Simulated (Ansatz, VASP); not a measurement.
**LaHg: VASP beside Ansatz**

```
La Hg
1.0
     3.83700    0.00000    0.00000
     0.00000    3.83700    0.00000
     0.00000    0.00000    3.83700
La Hg
1 1
Direct
  0.50000 0.50000 0.50000
  0.00000 0.00000 0.00000
```

Alike in both runs: task single point; functional LDA; k mesh 11 × 11 × 11; occupations fermi-dirac, width 0.08 eV; no spin polarisation.

|  | VASP | Ansatz |
| --- | --- | --- |
| version | VASP 6.6.1 | Ansatz 0.2.0 |
| potentials or method | VASP PAW LDA potentials, release 64 (La, Hg), cutoff 520 eV | all-electron LAPW, scalar-relativistic |

|  | VASP | Ansatz | Ansatz less VASP |
| --- | --- | --- | --- |
| pressure (GPa) | -1.7 | -1.9 | -0.15 |

LDA's correlation is that of Perdew and Zunger in VASP and of Perdew and Wang (1992) in Ansatz. Ansatz ran all-electron here, and VASP with PAW potentials.

Spin-orbit coupling is off throughout.
